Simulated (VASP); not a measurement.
# Te2Mo (P6_3/mmc) in VASP: relaxation of shape and atoms at fixed volume with r2SCAN

Aim: the relaxation of shape and atoms at fixed volume of Te2Mo with r2SCAN.

Program: VASP 6.6.1. These are calculated values, not measurements. Logs are shortened: lines on timing, memory, paths and dates and some standing lists are left out, and cuts for length are marked.

### Step 1. The cell of the first run

The structure is hexagonal, space group P6_3/mmc (No. 194). The conventional cell has a = 3.599 Å, b = 3.599 Å, c = 14.872 Å, α = 90.00°, β = 90.00°, γ = 120.00°. Within 3.7 Å of Te (site symmetry 3m) lie 3 Mo at 2.75 Å and 7 Te at 3.60 to 3.61 Å. Mo (site symmetry -6m2) has 6 Te at 2.75 Å and 6 Mo at 3.60 Å within 3.6 Å.

### Step 2. Relaxation of shape and atoms at fixed volume, r2SCAN (27.80 Å³/atom)

File POSCAR:

```
Te2Mo
1.0
    3.5988301633      0.0000000000      0.0000000000
   -1.7994150816      3.1166783453      0.0000000000
    0.0000000000      0.0000000000     14.8720350651
Te Mo
4 2
Direct
    0.3333333333      0.6666666667      0.6284839580
    0.6666666667      0.3333333333      0.1284839580
    0.3333333333      0.6666666667      0.8715160420
    0.6666666667      0.3333333333      0.3715160420
    0.3333333333      0.6666666667      0.2500000000
    0.6666666667      0.3333333333      0.7500000000
```

File INCAR.step1:

```
SYSTEM = Te2Mo
ALGO = Normal
EDIFF = 1E-5
EDIFFG = -0.005
ENCUT = 550
GGA = PE
GGA_COMPAT = .False.
IBRION = 2
ISIF = 3
ISMEAR = 0
KPAR = 4
LASPH = .True.
LCHARG = .False.
LREAL = .False.
LWAVE = .True.
NELM = 120
NELMIN = 4
NSW = 100
PREC = Accurate
SIGMA = 0.02
```

File INCAR.step2:

```
SYSTEM = Te2Mo
ALGO = Normal
EDIFF = 1E-7
EDIFFG = -0.01
ENCUT = 550
GGA_COMPAT = .False.
IBRION = 2
ISIF = 4
ISMEAR = 0
ISTART = 1
KPAR = 4
LASPH = .True.
LCHARG = .False.
LMIXTAU = .True.
LREAL = .False.
LWAVE = .False.
METAGGA = R2SCAN
NELM = 120
NELMIN = 4
NSW = 50
PREC = Accurate
SIGMA = 0.02
```

File KPOINTS:

```
k-points
0
Gamma
  12 12 2
  0 0 0
```

Potentials or basis: VASP PAW PBE potentials, release 64 (Te, Mo_sv).

Launch:

```sh
cat potpaw_PBE.64/Te/POTCAR potpaw_PBE.64/Mo_sv/POTCAR > POTCAR
cp INCAR.step1 INCAR
mpirun -np 4 vasp_std > vasp.out
cp INCAR.step2 INCAR
mpirun -np 4 vasp_std > vasp.out
```

OUTCAR:

```text
SYSTEM = Te2Mo
   EDIFF = 1E-7
   EDIFFG = -0.01
   ENCUT = 550
   IBRION = 2
   ISIF = 4
   ISMEAR = 0
   ISTART = 1
   LASPH = .True.
   LREAL = .False.
   METAGGA = R2SCAN
   NELM = 120
   NELMIN = 4
   NSW = 50
   PREC = Accurate

 ion  position               nearest neighbor table
   1  0.333  0.667  0.628-   6 2.75   6 2.75   6 2.75   3 3.61
   2  0.667  0.333  0.128-   5 2.75   5 2.75   5 2.75   4 3.61
   3  0.333  0.667  0.872-   6 2.75   6 2.75   6 2.75   1 3.61
   4  0.667  0.333  0.372-   5 2.75   5 2.75   5 2.75   2 3.61
   5  0.333  0.667  0.250-   2 2.75   4 2.75   2 2.75   4 2.75   2 2.75   4 2.75
   6  0.667  0.333  0.750-   1 2.75   3 2.75   1 2.75   3 2.75   1 2.75   3 2.75

  LATTYP: Found a hexagonal cell.
 ALAT       =     3.5988301633
 C/A-ratio  =     4.1324637147

  Lattice vectors:

 A1 = (   3.5988301633,   0.0000000000,   0.0000000000)
 A2 = (  -1.7994150816,   3.1166783453,   0.0000000000)
 A3 = (   0.0000000000,   0.0000000000,  14.8720350651)

Analysis of symmetry for initial positions (statically):
=====================================================================
 Subroutine PRICEL returns:
 Original cell was already a primitive cell.

 Routine SETGRP: Setting up the symmetry group for a
 hexagonal supercell.

 Subroutine GETGRP returns: Found 24 space group operations
 (whereof 12 operations were pure point group operations)
 out of a pool of 24 trial point group operations.

The static configuration has the point symmetry D_3d.
 The point group associated with its full space group is D_6h.

Analysis of symmetry for dynamics (positions and initial velocities):
=====================================================================
 Subroutine PRICEL returns:
 Original cell was already a primitive cell.

 Routine SETGRP: Setting up the symmetry group for a
 hexagonal supercell.

 Subroutine GETGRP returns: Found 24 space group operations
 (whereof 12 operations were pure point group operations)
 out of a pool of 24 trial point group operations.

The dynamic configuration has the point symmetry D_3d.
 The point group associated with its full space group is D_6h.

 Subroutine INISYM returns: Found 24 space group operations
 (whereof 12 operations are pure point group operations),
 and found     1 'primitive' translations

----------------------------------------------------------------------------------------

                                     Primitive cell

[... 102 lines left out ...]
   IBRION =      2    ionic relax: 0-MD 1-quasi-New 2-CG
   NFREE  =      1    steps in history (QN), initial steepest desc. (CG)
   ISIF   =      4    stress and relaxation
   ISYM   =      2    0-nonsym 1-usesym 2-fastsym
   POTIM  = 0.5000    time-step for ionic-motion
   TEBEG  =    0.0;   TEEND  =   0.0 temperature during run
   PSTRESS=    0.0 pullay stress
   NELECT =      52.0000    total number of electrons
   NUPDOWN=      -1.0000    fix difference up-down
   EMIN   =  10.00;   EMAX   =-10.00  energy-range for DOS
   EFERMI =   0.00;   METHOD = LEGACY
   ISMEAR =     0;   SIGMA  =   0.02  broadening in eV -4-tet -1-fermi 0-gaus
   EFERMI_NEDOS =   21; number of points for ismear=-14 and -15
   IALGO  =     38    algorithm
   IMIX   =      4    mixing-type and parameters
     AMIX     =   0.40;   BMIX     =  1.00
     AMIX_MAG =   1.60;   BMIX_MAG =  1.00
  volume/ion in A,a.u.               =      27.80       187.62
  Fermi-wavevector in a.u.,A,eV,Ry     =   1.110030  2.097652 16.764643  1.232167
  Thomas-Fermi vector in A             =   2.246577
   LORBIT       =      0    0 simple, 1 ext, 2 COOP (PROOUT), +10 PAW based schemes
   METAGGA = R2SCAN    functional components
   LHFCALC =     F    Hartree Fock is set to
   AEXX    =    0.0000 exact exchange contribution
   IVDW    =     0    specifies the selected vdW correction
   LEPSILON=     F    determine dielectric tensor
   LRPA    =     F    only Hartree local field effects (RPA)
 conjugate gradient relaxation of ions
 non-spin polarized calculation
 Gauss-broadening in eV      SIGMA  =   0.02
  energy-cutoff  :      550.00
  volume of cell :      166.81
 maximum number of plane-waves:      4926
 NGX is ok and might be reduce to    28
   NGX = 13   NGY = 13   NGZ = 57

--------------------------------------- Ionic step        1  -------------------------------------------

 number of electron      51.9999999 magnetization

 Free energy of the ion-electron system (eV)
  ---------------------------------------------------
  ext. energy  EPLUGINS =         0.00000000
  ---------------------------------------------------
  free energy    TOTEN  =      -155.62988274 eV

  energy without entropy =     -155.62988274  energy(sigma->0) =     -155.62988274

------------------------ aborting loop because EDIFF is reached ----------------------------------------

  FORCE on cell =-STRESS in cart. coord.  units (eV):
  Direction    XX          YY          ZZ          XY          YZ          ZX
  --------------------------------------------------------------------------------------
  -------------------------------------------------------------------------------------
  Total       -2.3982413     -2.3982413     -2.8841517     -0.0000000     -0.0000000      0.0000000
  in kB      -23.0345497    -23.0345497    -27.7016057     -0.0000000     -0.0000000      0.0000000
  external PRESSURE =     -24.5902350 kB  Pullay stress =       0.0000000 kB
[... 227 lines left out ...]
--------------------------------------- Ionic step        7  -------------------------------------------

 number of electron      52.0000003 magnetization

 Free energy of the ion-electron system (eV)
  ---------------------------------------------------
  ext. energy  EPLUGINS =         0.00000000
  ---------------------------------------------------
  free energy    TOTEN  =      -155.66024969 eV

  energy without entropy =     -155.66024969  energy(sigma->0) =     -155.66024969

 E-fermi :   6.8184     XC(G=0): -10.3255

 val. band max:        6.5933508763   @ k =   0.3333   0.3333   0.0000
 cond. band min:       7.6575779136   @ k =   0.3333   0.3333   0.0000
 fundamental gap:      1.0642270374
 Fermi energy:         6.8184122145

 k-point     1 :       0.0000    0.0000    0.0000
  band No.  band energies     occupation
      1     -56.0948      2.00000
      2     -56.0948      2.00000
      3     -29.5088      2.00000
      4     -29.5088      2.00000
      5     -29.4256      2.00000
      6     -29.4256      2.00000
[... 805 lines left out ...]
     30       8.3404      0.00000
     31       9.4905      0.00000

 [... further k-points ...]
[... 5 lines left out ...]
  --------------------------------------------------------------------------------------
  -------------------------------------------------------------------------------------
  Total       -0.3878469     -0.3878469     -0.4427820     -0.0000000      0.0000000      0.0000000
  in kB       -3.7251791     -3.7251791     -4.2528180     -0.0000000      0.0000000      0.0000000
  external PRESSURE =      -3.9010587 kB  Pullay stress =       0.0000000 kB
[... 21 lines left out ...]
  FREE ENERGIE OF THE ION-ELECTRON SYSTEM (eV)
  ---------------------------------------------------
  free  energy   TOTEN  =      -155.6602496948 eV

  energy  without entropy=     -155.6602496948  energy(sigma->0) =     -155.66024969

 reached required accuracy - stopping structural energy minimisation
```

OUTCAR.step1:

```text
SYSTEM = Te2Mo
   EDIFF = 1E-5
   EDIFFG = -0.005
   ENCUT = 550
   GGA = PE
   IBRION = 2
   ISIF = 3
   ISMEAR = 0
   LASPH = .True.
   LREAL = .False.
   NELM = 120
   NELMIN = 4
   NSW = 100
[... 1246 lines left out ...]
 cond. band min:       7.7615150892   @ k =   0.2500   0.1667   0.0000
 fundamental gap:      0.9968312139
 Fermi energy:         6.9567461395

 k-point     1 :       0.0000    0.0000    0.0000
  band No.  band energies     occupation
      1     -53.9714      2.00000
      2     -53.9714      2.00000
      3     -28.1170      2.00000
      4     -28.1170      2.00000
      5     -28.0134      2.00000
      6     -28.0134      2.00000
[... 840 lines left out ...]
  FREE ENERGIE OF THE ION-ELECTRON SYSTEM (eV)
  ---------------------------------------------------
  free  energy   TOTEN  =       -36.0750935369 eV

  energy  without entropy=      -36.0750935369  energy(sigma->0) =      -36.07509354

 reached required accuracy - stopping structural energy minimisation
```

OSZICAR.step1:

```text
N       E                     dE             d eps       ncg     rms          rms(c)
DAV:   1     0.414721753580E+03    0.41472E+03   -0.27712E+04  2724   0.155E+03
DAV:   2    -0.128697601351E+02   -0.42759E+03   -0.41900E+03  3011   0.346E+02
DAV:   3    -0.367012713393E+02   -0.23832E+02   -0.23497E+02  2976   0.689E+01
[... 242 lines left out ...]
       N       E                     dE             d eps       ncg     rms          rms(c)
DAV:   1    -0.360751113999E+02   -0.18875E-04   -0.69054E-04  2391   0.182E-01    0.325E-02
DAV:   2    -0.360750971907E+02    0.14209E-04   -0.40065E-05  1828   0.389E-02    0.109E-02
DAV:   3    -0.360750941168E+02    0.30740E-05   -0.87922E-06  1353   0.152E-02    0.785E-03
DAV:   4    -0.360750935369E+02    0.57984E-06   -0.22911E-06  1220   0.969E-03
  33 F= -.36075094E+02 E0= -.36075094E+02  d E =-.540286E-05
```

It took 23 min on 4 MPI ranks of AMD EPYC 9R45 (Zen 5), shared host; peak memory 0.44 GiB.

Results:

```yaml
Free_energy: -155.6602 eV
Energy_gained_by_relaxing: 5.1 meV/atom
Ionic_steps: 7
Pressure_after_relaxing: -0.4 GPa
Largest_force_after_relaxing: 0.005 eV/Å
Band_gap_on_the_k_mesh: 1.06 eV
```

Forces in eV/Å, atoms in the order of the input:
```
Te   0.000  0.000  0.005
Te   0.000  0.000  0.005
Te   0.000  0.000 -0.005
Te   0.000  0.000 -0.005
Mo   0.000  0.000  0.000
Mo   0.000  0.000  0.000
```

Step by step:
```tsv
step	energy change (eV)	largest force (eV/Å)	pressure (GPa)	volume (Å³)
1	0.0000	0.3751	-2.46	166.81
2	-0.0162	0.0892	-1.48	166.81
3	-0.0165	0.0456	-1.33	166.81
4	-0.0242	0.0275	-1.01	166.81
5	-0.0304	0.0111	-0.35	166.81
6	-0.0304	0.0122	-0.33	166.81
7	-0.0304	0.0049	-0.39	166.81
```

Final structure:
```cif
data_structure
_symmetry_space_group_name_H-M 'P 1'
_symmetry_Int_Tables_number 1
_cell_length_a 3.5702
_cell_length_b 3.5702
_cell_length_c 15.1113
_cell_angle_alpha 90.000
_cell_angle_beta 90.000
_cell_angle_gamma 120.000
_cell_volume 166.81
loop_
_atom_site_label
_atom_site_type_symbol
_atom_site_fract_x
_atom_site_fract_y
_atom_site_fract_z
_atom_site_occupancy
Te1 Te 0.33333 0.66667 0.63150 1
Te2 Te 0.66667 0.33333 0.13150 1
Te3 Te 0.33333 0.66667 0.86850 1
Te4 Te 0.66667 0.33333 0.36850 1
Mo1 Mo 0.33333 0.66667 0.25000 1
Mo2 Mo 0.66667 0.33333 0.75000 1
```

Caveat: the PAW data sets were made with another functional, which shifts forces and pressure a little; spin-orbit coupling is left out, which moves the levels of the heavy elements.
